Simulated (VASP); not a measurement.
Wanted: the native input for a VASP 6.6.1 run.

- Task: single point
- Functional: r2SCAN
- Potentials or basis: VASP PAW PBE potentials, release 64 (Ba_sv, Ti_sv, O)
- Cutoff: 520 eV
- k mesh: 4 × 4 × 4
- Occupations: fermi-dirac, width 0.05 eV
- Spin: no spin polarisation
- Hubbard terms: Ti d U = 6.0 eV
- Dipole correction: no
- Further INCAR settings: ALGO = Normal; EDIFF = 1e-06; NBANDS = 28

BaTiO3 (Barioperovskite):

```
Ba Ti O
1.0
     3.98550    0.00000    0.00000
     0.00000    2.83690    2.84515
     0.00000   -2.83690    2.84515
Ba Ti O
1 1 3
Direct
  0.00000 0.00000 0.00000
  0.50000 0.51240 0.51240
  0.00000 0.48740 0.48740
  0.50000 0.50524 0.99184
  0.50000 0.99184 0.50524
```

The input as run:

POSCAR

```
BaTiO3
1.0
    3.9855000000      0.0000000000      0.0000000000
    0.0000000000      2.8369000000      2.8451500000
    0.0000000000     -2.8369000000      2.8451500000
Ba Ti O
1 1 3
Direct
    0.0000000000      0.0000000000      0.0000000000
    0.5000000000      0.5124000000      0.5124000000
    0.0000000000      0.4874000000      0.4874000000
    0.5000000000      0.5052400000      0.9918400000
    0.5000000000      0.9918400000      0.5052400000
```

INCAR.step1

```
PREC = Accurate ; ENCUT = 520
ISMEAR = -1 ; SIGMA = 0.05
LREAL = F ; LASPH = T
NELM = 150 ; LMAXMIX = 4
LDAU = T ; LDAUTYPE = 2
LDAUL = -1 2 -1 ; LDAUU = 0 6 0
LDAUJ = 0 0 0 ; NBANDS = 28
GGA = PE ; ALGO = Normal
EDIFF = 1E-4 ; LWAVE = T
LCHARG = F
```

INCAR.step2

```
PREC = Accurate ; ENCUT = 520
EDIFF = 1E-6 ; ISMEAR = -1
SIGMA = 0.05 ; LREAL = F
LASPH = T ; NELM = 150
ALGO = Normal ; ISIF = 2
LWAVE = F ; LCHARG = F
LMAXMIX = 4 ; LDAU = T
LDAUTYPE = 2 ; LDAUL = -1 2 -1
LDAUU = 0 6 0 ; LDAUJ = 0 0 0
LDAUPRINT = 1 ; METAGGA = R2SCAN
LMIXTAU = T ; NBANDS = 28
ISTART = 1
```

KPOINTS

```
regular mesh
0
Gamma
  4 4 4
```

Potentials or basis: VASP PAW PBE potentials, release 64 (Ba_sv, Ti_sv, O).

The run is started by

```sh
$ cat potpaw_PBE.64/Ba_sv/POTCAR potpaw_PBE.64/Ti_sv/POTCAR potpaw_PBE.64/O/POTCAR > POTCAR
$ cp INCAR.step1 INCAR
$ mpirun -np 1 vasp_std > vasp.out
$ cp INCAR.step2 INCAR
$ mpirun -np 1 vasp_std > vasp.out
```

It gave:

- Pressure: 6.1 GPa
- Largest force: 0.791 eV/Å
- Band gap on the k mesh: 3.04 eV, indirect (least direct gap 3.31 eV)

Caveat: the PAW data sets were made with another functional, which shifts forces and pressure a little; spin-orbit coupling is left out, which moves the levels of the heavy elements.

Wall time 71 s on 1 thread of Intel(R) Xeon(R) 6975P-C (Granite Rapids), on a shared host, peak memory 0.19 GiB.
